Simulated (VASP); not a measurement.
# Se: single point with LDA

Se:

```
Se
1.0
     3.95346    0.00000    0.00000
    -1.97673    3.42380    0.00000
     0.00000    0.00000    5.12053
Se
3
Direct
  0.25435 0.00000 0.33333
  0.00000 0.25435 0.66667
  0.74565 0.74565 0.00000
```

- Program: VASP 6.6.1
- Task: single point
- Functional: LDA
- Potentials or basis: VASP PAW LDA potentials, release 64 (Se)
- Cutoff: 520 eV
- k mesh: 10 × 10 × 7
- Occupations: fermi-dirac, width 0.05 eV
- Spin: no spin polarisation
- Dipole correction: no
- Further INCAR settings: ALGO = Normal; EDIFF = 1e-06; NBANDS = 16

```yaml
Pressure: 0.2 GPa
Largest_force: 0.052 eV/Å
Band_gap_on_the_k_mesh: 0.82 eV, indirect (the least direct gap lies 2.4 meV higher)
```

Forces in eV/Å, atoms in the order of the input:
```
Se   0.052  0.000  0.000
Se  -0.026  0.045  0.000
Se  -0.026 -0.045  0.000
```

Stress tensor (GPa, compression positive):
```
0.13 0.00 0.00
0.00 0.13 0.00
0.00 0.00 0.30
```

Levels at points of the mesh, in eV from the valence-band top:
| k point | band 5 | band 6 | band 7 | band 8 | band 9 | band 10 | band 11 | band 12 | band 13 | band 14 |
| --- | --- | --- | --- | --- | --- | --- | --- | --- | --- | --- |
| (0.00, 0.00, 0.00) | -3.34 | -3.34 | -1.88 | -1.88 | -0.59 | 1.43 | 1.43 | 2.10 | 6.27 | 6.27 |
| (0.50, 0.00, 0.00) | -5.17 | -4.00 | -3.89 | -1.38 | -0.92 | 1.34 | 1.54 | 4.04 | 4.45 | 8.82 |

Run time: 32 s on 1 thread of Intel(R) Xeon(R) 6975P-C (Granite Rapids), on a shared host, peak memory 0.19 GiB.

A k mesh can miss the band edges. A hybrid or GW would open this gap; LDA tends to underestimate it.
